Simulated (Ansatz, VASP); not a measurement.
Two plane-wave programs on BP

```
CELL_PARAMETERS angstrom
0.00000 2.28320 2.28320
2.28320 0.00000 2.28320
2.28320 2.28320 0.00000
ATOMIC_POSITIONS crystal
B 0.00000 0.00000 0.00000
P 0.25000 0.25000 0.25000
```

Alike in both runs: task relaxation of the atoms; functional r2SCAN; k mesh 10 × 10 × 10; occupations fermi-dirac, width 0.02 eV; no spin polarisation.

|  | VASP | Ansatz |
| --- | --- | --- |
| version | VASP 6.6.1 | Ansatz 0.2.0 |
| potentials or method | VASP PAW PBE potentials, release 64 (B, P), cutoff 520 eV | PAW plane waves |
| valence electrons in the cell | 8 | 8 |

Ansatz gave:

* gap on the k mesh at the Fermi level, each at its own relaxed structure (eV): 1.44

Q: Which values does VASP return?

A: gap on the k mesh at the Fermi level, each at its own relaxed structure (eV): 1.47.

VASP's potentials were made for PBE, not for r2SCAN. Ansatz's warnings: stress scf threshold loose.

Noted on VASP's run: the relaxation stopped at its first step, so nothing moved.
